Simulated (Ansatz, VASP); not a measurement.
**One calculation of In3Cu, two programs**

```
In Cu
1.0
     4.25577    0.11524    0.11524
     0.11524    4.25577    0.11524
     0.11524    0.11524    4.25577
In Cu
3 1
Direct
  0.00000 0.50000 0.50000
  0.50000 0.00000 0.50000
  0.50000 0.50000 0.00000
  0.00000 0.00000 0.00000
```

Alike in both runs: task single point; functional LDA; k mesh 10 × 10 × 10; occupations gaussian, width 0.15 eV; no spin polarisation.

|  | VASP | Ansatz |
| --- | --- | --- |
| version | VASP 6.6.1 | Ansatz 0.2.0 |
| potentials or method | VASP PAW LDA potentials, release 64 (In_d, Cu), cutoff 520 eV | scalar-relativistic, plane waves, PAW |
| valence electrons in the cell | 50 | 58 |

|  | VASP | Ansatz | Ansatz less VASP |
| --- | --- | --- | --- |
| gap on the k mesh at the Fermi level (eV) | none | none | - |
| pressure (GPa) | 4.2 | 4.0 | -0.20 |
| traceless stress, the component that is largest in VASP (GPa) | -0.74 | -0.73 | +0.010 |

LDA's correlation is that of Perdew and Zunger in VASP and of Perdew and Wang (1992) in Ansatz. A gap of «none» marks a metal or a gap that the smearing closes. VASP's potentials hold 50 valence electrons a cell and Ansatz's 58, so a difference there can come from the potentials and not from the codes.
